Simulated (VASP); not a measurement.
# Si (Fd-3m) in VASP: notebook

Si is run at these levels: PBEsol, LDA, r2SCAN; tasks: relaxation of cell and atoms.

Program: VASP 6.6.1. These are calculated values, not measurements. Logs are shortened: lines on timing, memory, paths and dates and some standing lists are left out, and cuts for length are marked.

### 1 The cell of the first run

Symmetry: Fd-3m, No. 227, cubic system. Conventional cell: a = 5.470 Å, b = 5.470 Å, c = 5.470 Å, α = 90.00°, β = 90.00°, γ = 90.00°. Si (site symmetry -43m) has 4 Si at 2.37 Å within 3.1 Å.

### 2 Relaxation of cell and atoms, PBEsol

INCAR reads:

```
SYSTEM = Si
PREC = Accurate ; ENCUT = 600
EDIFF = 1E-6 ; ISMEAR = -1
SIGMA = 0.02 ; LREAL = .FALSE.
LASPH = .TRUE. ; NELM = 80
ALGO = Normal ; ISIF = 3
LWAVE = .FALSE. ; LCHARG = .FALSE.
GGA = PS ; IBRION = 2
NSW = 80 ; EDIFFG = -0.005
```

KPOINTS reads:

```
Automatic mesh
0
G
  8 8 8
  0 0 0
```

POSCAR reads:

```
Si
1.0
    0.0000000000      2.7348878890      2.7348878890
    2.7348878890      0.0000000000      2.7348878890
    2.7348878890      2.7348878890      0.0000000000
Si
2
Direct
    0.7500000000      0.7500000000      0.7500000000
    0.5000000000      0.5000000000      0.5000000000
```

Potentials or basis: VASP PAW PBE potentials, release 64 (Si).

Launch:

```sh
$ cat potpaw_PBE.64/Si/POTCAR > POTCAR
$ mpirun -np 1 vasp_std > vasp.out
```

OUTCAR:

```text
SYSTEM = Si
   PREC = Accurate
   ENCUT = 600
   EDIFF = 1E-6
   ISMEAR = -1
   LREAL = .FALSE.
   LASPH = .TRUE.
   NELM = 80
   ISIF = 3
   GGA = PS
   IBRION = 2
   NSW = 80
   EDIFFG = -0.005

 ion  position               nearest neighbor table
   1  0.750  0.750  0.750-   2 2.37   2 2.37   2 2.37   2 2.37
   2  0.500  0.500  0.500-   1 2.37   1 2.37   1 2.37   1 2.37

  LATTYP: Found a face centered cubic cell.
 ALAT       =     5.4697757780

  Lattice vectors:

 A1 = (   0.0000000000,   2.7348878890,   2.7348878890)
 A2 = (   2.7348878890,   0.0000000000,   2.7348878890)
 A3 = (   2.7348878890,   2.7348878890,   0.0000000000)

Analysis of symmetry for initial positions (statically):
=====================================================================
 Subroutine PRICEL returns:
 Original cell was already a primitive cell.

 Routine SETGRP: Setting up the symmetry group for a
 face centered cubic supercell.

 Subroutine GETGRP returns: Found 48 space group operations
 (whereof 24 operations were pure point group operations)
 out of a pool of 48 trial point group operations.

The static configuration has the point symmetry T_d .
 The point group associated with its full space group is O_h .

Analysis of symmetry for dynamics (positions and initial velocities):
=====================================================================
 Subroutine PRICEL returns:
 Original cell was already a primitive cell.

 Routine SETGRP: Setting up the symmetry group for a
 face centered cubic supercell.

 Subroutine GETGRP returns: Found 48 space group operations
 (whereof 24 operations were pure point group operations)
 out of a pool of 48 trial point group operations.

The dynamic configuration has the point symmetry T_d .
 The point group associated with its full space group is O_h .

 Subroutine INISYM returns: Found 48 space group operations
 (whereof 24 operations are pure point group operations),
 and found     1 'primitive' translations

----------------------------------------------------------------------------------------

                                     Primitive cell

  volume of cell :      40.9118

  direct lattice vectors                    reciprocal lattice vectors
     0.000000000  2.734887889  2.734887889    -0.182822851  0.182822851  0.182822851
     2.734887889  0.000000000  2.734887889     0.182822851 -0.182822851  0.182822851
     2.734887889  2.734887889  0.000000000     0.182822851  0.182822851 -0.182822851

  length of vectors
     3.867715544  3.867715544  3.867715544     0.316658466  0.316658466  0.316658466

  position of ions in fractional coordinates (direct lattice)
     0.750000000  0.750000000  0.750000000
     0.500000000  0.500000000  0.500000000

  ion indices of the primitive-cell ions
   primitive index   ion index
                 1           1
                 2           2

----------------------------------------------------------------------------------------

 KPOINTS: Automatic mesh

Automatic generation of k-mesh.
 Grid dimensions read from file:
 generate k-points for:    8    8    8

 Generating k-lattice:

  Cartesian coordinates                     Fractional coordinates (reciprocal lattice)
    -0.022852856  0.022852856  0.022852856     0.125000000  0.000000000  0.000000000
     0.022852856 -0.022852856  0.022852856     0.000000000  0.125000000  0.000000000
     0.022852856  0.022852856 -0.022852856     0.000000000  0.000000000  0.125000000

  Length of vectors
     0.039582308  0.039582308  0.039582308

  Shift w.r.t. Gamma in fractional coordinates (k-lattice)
     0.000000000  0.000000000  0.000000000

 Subroutine IBZKPT returns following result:
 ===========================================

 Found     29 irreducible k-points:

 Following reciprocal coordinates:
            Coordinates               Weight
  0.000000  0.000000  0.000000      1.000000
  0.125000  0.000000  0.000000      8.000000
  0.250000  0.000000  0.000000      8.000000
  0.375000  0.000000  0.000000      8.000000
  0.500000  0.000000  0.000000      4.000000
  0.125000  0.125000  0.000000      6.000000
[... 16 lines left out ...]
  0.500000  0.250000  0.125000     48.000000
 -0.375000  0.250000  0.125000     24.000000
 [... further k-points ...]
   k-points           NKPTS =     29   k-points in BZ     NKDIM =     29   number of bands    NBANDS=      8
   number of dos      NEDOS =    301   number of ions     NIONS =      2
   total plane-waves  NPLWV =  32768
   dimension x,y,z NGX =    32 NGY =   32 NGZ =   32
   dimension x,y,z NGXF=    64 NGYF=   64 NGZF=   64
   ions per type =               2
   NGX,Y,Z   is equivalent  to a cutoff of  13.75, 13.75, 13.75 a.u.
   NGXF,Y,Z  is equivalent  to a cutoff of  27.51, 27.51, 27.51 a.u.
 SYSTEM =  Si
   PREC   = accura    normal or accurate (medium, high low for compatibility)
   ISTART =      0    job   : 0-new  1-cont  2-samecut
   ICHARG =      2    charge: 1-file 2-atom 10-const
   ISPIN  =      1    spin polarized calculation?
   LNONCOLLINEAR =      F non collinear calculations
   LSORBIT =      F    spin-orbit coupling
   LASPH  =      T    aspherical Exc in radial PAW
   ENCUT  =  600.0 eV  44.10 Ry    6.64 a.u.   7.72  7.72  7.72*2*pi/ulx,y,z
   NELM   =     80;   NELMIN=  2; NELMDL= -5     # of ELM steps
   EDIFF  = 0.1E-05   stopping-criterion for ELM
   LREAL  =      F    real-space projection
   EDIFFG = -.5E-02   stopping-criterion for IOM
   NSW    =     80    number of steps for IOM
   IBRION =      2    ionic relax: 0-MD 1-quasi-New 2-CG
   NFREE  =      1    steps in history (QN), initial steepest desc. (CG)
   ISIF   =      3    stress and relaxation
   ISYM   =      2    0-nonsym 1-usesym 2-fastsym
   POTIM  = 0.5000    time-step for ionic-motion
   TEBEG  =    0.0;   TEEND  =   0.0 temperature during run
   PSTRESS=    0.0 pullay stress
   NELECT =       8.0000    total number of electrons
   NUPDOWN=      -1.0000    fix difference up-down
   EMIN   =  10.00;   EMAX   =-10.00  energy-range for DOS
   EFERMI =   0.00;   METHOD = LEGACY
   ISMEAR =    -1;   SIGMA  =   0.02  broadening in eV -4-tet -1-fermi 0-gaus
   EFERMI_NEDOS =   21; number of points for ismear=-14 and -15
   IALGO  =     38    algorithm
   IMIX   =      4    mixing-type and parameters
     AMIX     =   0.40;   BMIX     =  1.00
     AMIX_MAG =   1.60;   BMIX_MAG =  1.00
  volume/ion in A,a.u.               =      20.46       138.04
  Fermi-wavevector in a.u.,A,eV,Ry     =   0.950215  1.795646 12.284821  0.902909
  Thomas-Fermi vector in A             =   2.078571
   LORBIT       =      0    0 simple, 1 ext, 2 COOP (PROOUT), +10 PAW based schemes
   GGA     = PS    functional components
   LHFCALC =     F    Hartree Fock is set to
   AEXX    =    0.0000 exact exchange contribution
   IVDW    =     0    specifies the selected vdW correction
   LEPSILON=     F    determine dielectric tensor
   LRPA    =     F    only Hartree local field effects (RPA)
 conjugate gradient relaxation of ions
 non-spin polarized calculation
  energy-cutoff  :      600.00
  volume of cell :       40.91
 maximum number of plane-waves:      1384
   NGX = 15   NGY = 15   NGZ = 15

--------------------------------------- Ionic step        1  -------------------------------------------

 number of electron       8.0000000 magnetization

 Free energy of the ion-electron system (eV)
  ---------------------------------------------------
  ext. energy  EPLUGINS =         0.00000000
  ---------------------------------------------------
  free energy    TOTEN  =       -11.48507595 eV

  energy without entropy =      -11.48507594  energy(sigma->0) =      -11.48507594

------------------------ aborting loop because EDIFF is reached ----------------------------------------

  FORCE on cell =-STRESS in cart. coord.  units (eV):
  Direction    XX          YY          ZZ          XY          YZ          ZX
  --------------------------------------------------------------------------------------
  -------------------------------------------------------------------------------------
  Total       -0.4278308     -0.4278308     -0.4278308      0.0000000      0.0000000      0.0000000
  in kB      -16.7545993    -16.7545993    -16.7545993      0.0000000      0.0000000      0.0000000
  external PRESSURE =     -16.7545993 kB  Pullay stress =       0.0000000 kB
[... 57 lines left out ...]
  energy  without entropy=      -11.4872586107  energy(sigma->0) =      -11.48725863

--------------------------------------- Ionic step        3  -------------------------------------------

 number of electron       7.9999999 magnetization

 Free energy of the ion-electron system (eV)
  ---------------------------------------------------
  ext. energy  EPLUGINS =         0.00000000
  ---------------------------------------------------
  free energy    TOTEN  =       -11.48911053 eV

  energy without entropy =      -11.48911051  energy(sigma->0) =      -11.48911052

 E-fermi :   6.0094     XC(G=0):  -9.5421

 val. band max:        5.7630611213   @ k =   0.0000   0.0000   0.0000
 cond. band min:       6.2698710798   @ k =   0.3750   0.3750   0.0000
 fundamental gap:      0.5068099585
 Fermi energy:         6.0094013559

 k-point     1 :       0.0000    0.0000    0.0000
  band No.  band energies     occupation
      1      -6.2082      2.00000
      2       5.7631      1.99999
      3       5.7631      1.99999
      4       5.7631      1.99999
      5       8.2784      0.00000
      6       8.2784      0.00000
      7       8.2784      0.00000
      8       9.0544      0.00000
[... 243 lines left out ...]
 k-point    24 :      -0.3750    0.2500    0.1250
  band No.  band energies     occupation
      1      -3.3267      2.00000
      2      -1.0436      2.00000
      3       2.2812      2.00000
      4       3.5845      2.00000
      5       8.7572      0.00000
      6       8.8007      0.00000
      7      11.6147      0.00000
      8      12.7920      0.00000

 [... further k-points ...]

------------------------ aborting loop because EDIFF is reached ----------------------------------------

  FORCE on cell =-STRESS in cart. coord.  units (eV):
  Direction    XX          YY          ZZ          XY          YZ          ZX
  --------------------------------------------------------------------------------------
  -------------------------------------------------------------------------------------
  Total        0.0019356      0.0019356      0.0019356      0.0000000      0.0000000      0.0000000
  in kB        0.0772292      0.0772292      0.0772292      0.0000000      0.0000000      0.0000000
  external PRESSURE =       0.0772292 kB  Pullay stress =       0.0000000 kB
[... 17 lines left out ...]
  FREE ENERGIE OF THE ION-ELECTRON SYSTEM (eV)
  ---------------------------------------------------
  free  energy   TOTEN  =       -11.4891105347 eV

  energy  without entropy=      -11.4891105060  energy(sigma->0) =      -11.48911052

 reached required accuracy - stopping structural energy minimisation
```

Run time: 7.3 s. Hardware: 1 thread of Intel Xeon 6975P-C (Granite Rapids), shared host; peak memory 0.17 GiB.

What came out:

* Free energy: -11.4891 eV
* Relaxed volume: 20.08 Å³/atom
* Relaxed cell: a = 3.844 Å, b = 3.844 Å, c = 3.844 Å, α = 60.00°, β = 60.00°, γ = 60.00°
* Space group after relaxing (to 0.1 Å): Fd-3m (No. 227)
* Energy gained by relaxing: 2.0 meV/atom
* Ionic steps: 3
* Pressure after relaxing: 0.0 GPa
* Band gap on the k mesh: 0.51 eV (least direct gap 2.52 eV)

Step by step:
| step | energy change (eV) | largest force (eV/Å) | pressure (GPa) | volume (Å³) |
| --- | --- | --- | --- | --- |
| 1 | 0.0000 | 0.0000 | -1.68 | 40.91 |
| 2 | -0.0022 | 0.0000 | 1.20 | 39.66 |
| 3 | -0.0040 | 0.0000 | 0.01 | 40.16 |

Final structure:
```
Si
1.0
     0.00000    2.71794    2.71794
     2.71794    0.00000    2.71794
     2.71794    2.71794    0.00000
Si
2
Direct
  0.75000 0.75000 0.75000
  0.50000 0.50000 0.50000
```

Caveat: the PAW data sets were made with another functional, which shifts forces and pressure a little. A k mesh can miss the band edges.

(Part 1 of 3 ends here.)
